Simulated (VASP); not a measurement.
Sn, 2 atoms in the cell. The typed cell holds 2 atoms: a = 4.387 Å, b = 4.387 Å, c = 4.384 Å, α = 97.23°, β = 97.23°, γ = 138.40°. 

| Quantity | Value |
| --- | --- |
| Program | VASP 6.6.1 |
| Task | single point |
| Functional | LDA |
| Potentials or basis | VASP PAW LDA potentials, release 64 (Sn_d) |
| Cutoff | 520 eV |
| k mesh | 11 × 11 × 8 |
| Occupations | methfessel-paxton, width 0.03 eV |
| Spin | no spin polarisation |
| Dipole correction | no |
| Further INCAR settings | ALGO = Normal; EDIFF = 1e-06; NBANDS = 21 |

Potentials or basis: VASP PAW LDA potentials, release 64 (Sn_d).

Launch:

```bash
$ cat potpaw_LDA.64/Sn_d/POTCAR > POTCAR
$ mpirun -np 1 vasp_std > vasp.out
```

Hardware: 1 thread of Intel Xeon 8259CL, with other jobs on the host.

Problem. How long does it take, and how much memory?

Solution. It took 6 min on 1 thread of Intel Xeon 8259CL, with other jobs on the host, peak memory 0.35 GiB. Counts: scf iterations 10, k points 270.
